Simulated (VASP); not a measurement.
A run of VASP 6.6.1 is set up as follows.

Contents of INCAR:

```
SYSTEM = H15C2NO6
ALGO = Normal ; EDIFF = 1E-7
ENCUT = 520 ; GGA = PE
ISIF = 2 ; ISMEAR = -1
IVDW = 12 ; LASPH = .True.
LCHARG = .False. ; LREAL = Auto
LWAVE = .False. ; NBANDS = 50
NELM = 80 ; PREC = Accurate
SIGMA = 0.05
```

The input KPOINTS:

```
k-points
0
Gamma
  1 1 1
  0 0 0
```

File POSCAR:

```
H15C2NO6
1.0
    6.6471370000      0.0000000000      0.0000000000
    0.0000000000      6.6471370000      0.0000000000
    0.0000000000      0.0000000000      6.6471370000
O H C N
6 15 2 1
Direct
    0.2596305748      0.5235938420      0.7053412620
    0.7639980942      0.8327645421      0.4325772133
    0.5477395757      0.5552164789      0.0601461953
    0.3349562376      0.9296333143     -0.0058070113
    0.8123497379      0.1617388057      0.6884768585
    0.5833338473      0.4294029144      0.4407461438
    0.3378597432      0.4855925190      0.8276646021
    0.1219021061      0.4640794977      0.7126225923
    0.7660741760      0.8837188101      0.2893275707
    0.6884317263      0.7045740143      0.4088075814
    0.4472000502      0.6691151393      0.0525338954
    0.5575332658      0.5072409370      0.1985516471
    0.4697962446      0.9850707154     -0.0313819318
    0.2562456588      0.9595860594     -0.1243693337
    0.8540669464      0.1359833564      0.8319521623
    0.7768607748      0.0276510022      0.6283908395
    0.4514424782      0.4169915559      0.4995383727
    0.6761407204      0.3602152325      0.5325450641
    1.2219245669      0.3415906728      0.2838364848
    1.0080129235      0.5181629324      0.2660092608
    1.0374541701      0.3760265510      0.4753775949
    1.0673467389      0.3761619476      0.3215218823
    0.9551029263      0.2211478415      0.2113391073
    0.8622057887      0.1070084760      0.1130561925
```

Potentials or basis: VASP PAW PBE potentials, release 64 (O, H, C, N).

Run with:

```bash
$ cat potpaw_PBE.64/O/POTCAR potpaw_PBE.64/H/POTCAR potpaw_PBE.64/C/POTCAR potpaw_PBE.64/N/POTCAR > POTCAR
$ mpirun -np 1 vasp_gam > vasp.out
```

Estimate the band gap on the k mesh.

4.69 eV.

Estimate the pressure.

-1.1 GPa.

What does it give for the largest force?

2.829 eV/Å.

Forces on the atoms (eV/Å):
```
O   -0.479 -0.596  0.263
O   -0.598 -0.647 -1.845
O   -0.970  1.006 -1.058
O    0.662  0.093  0.376
O    0.157 -0.580  0.714
O    0.707  0.088 -0.325
H   -0.487  0.135 -0.359
H    1.212  0.404  0.493
H    0.279  0.059  1.344
H    0.281  0.484  0.875
H    0.897 -0.717  0.319
H   -0.128 -0.149  0.290
H   -0.422 -0.031 -0.017
H   -0.091 -0.070 -0.302
H   -0.656  0.152 -1.062
H    0.323  0.577  0.069
H   -0.587  0.246  0.724
H   -0.072 -0.322  0.209
H    0.606  0.491  0.071
H    0.384  0.568 -0.328
H   -0.346 -0.589  1.732
C   -0.740 -1.051 -2.520
C   -0.827 -0.378 -0.413
N    0.895  0.827  0.750
```

Caveat: the k points lie up to 0.95 Å⁻¹ apart.
